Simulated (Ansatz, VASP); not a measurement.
KTaO3 in VASP and in Ansatz

```
K Ta O
1.0
     3.98830    0.00000    0.00000
     0.00000    3.98830    0.00000
     0.00000    0.00000    3.98830
K Ta O
1 1 3
Direct
  0.50000 0.50000 0.50000
  0.00000 0.00000 0.00000
  0.50000 0.00000 0.00000
  0.00000 0.50000 0.00000
  0.00000 0.00000 0.50000
```

Alike in both runs: task single point; functional PBE; k mesh 3 × 3 × 3; no spin polarisation.

|  | VASP | Ansatz |
| --- | --- | --- |
| version | VASP 6.6.1 | Ansatz 0.2.0 |
| potentials or method | VASP PAW PBE potentials, release 64 (K_sv, Ta_pv, O), cutoff 600 eV | plane waves, PAW |
| occupations | gaussian, width 0.01 eV | fixed |
| valence electrons in the cell | 38 | 40 |

|  | VASP | Ansatz | Ansatz less VASP |
| --- | --- | --- | --- |
| gap on the k mesh at the Fermi level (eV) | 2.39 | 2.44 | +0.045 |

VASP's potentials hold 38 valence electrons a cell and Ansatz's 40, so a difference there can come from the potentials and not from the codes.

The k mesh is coarse, so the values compare programs but aren't converged. Neither program's run includes spin-orbit coupling.
